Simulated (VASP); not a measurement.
A run of VASP 6.6.1 is set up as follows.

INCAR

```
PREC = Accurate ; ENCUT = 520
EDIFF = 1E-6 ; ISMEAR = 0
SIGMA = 0.05 ; LREAL = False
LASPH = True ; NELM = 80
ALGO = Normal ; ISIF = 2
LWAVE = False ; LCHARG = False
GGA = PS ; NBANDS = 27
```

The input KPOINTS:

```
Automatic mesh
0
Gamma
  8 8 8
```

The input POSCAR:

```
KTaO3
1.0
    3.9813054462      0.0000000000      0.0000000000
    0.0000000000      3.9813054462      0.0000000000
    0.0000000000      0.0000000000      3.6739486658
K Ta O
1 1 3
Direct
    0.5000000000      0.5000000000      0.5000000000
    0.0000000000      0.0000000000      0.0000000000
    0.5000000000      0.0000000000      0.0000000000
    0.0000000000      0.5000000000      0.0000000000
    0.0000000000      0.0000000000      0.5000000000
```

Potentials or basis: VASP PAW PBE potentials, release 64 (K_sv, Ta_pv, O).

The run is started by

```bash
$ cat potpaw_PBE.64/K_sv/POTCAR potpaw_PBE.64/Ta_pv/POTCAR potpaw_PBE.64/O/POTCAR > POTCAR
$ mpirun -np 1 vasp_std > vasp.out
```

(1) Predict the pressure.

(2) What does it give for the band gap on the k mesh?

Results:

(1) 24.8 GPa.

(2) 2.10 eV, indirect (least direct gap 2.54 eV).

Caveat: the PAW data sets were made with another functional, which shifts forces and pressure a little; spin-orbit coupling is left out, which moves the levels of the heavy elements.
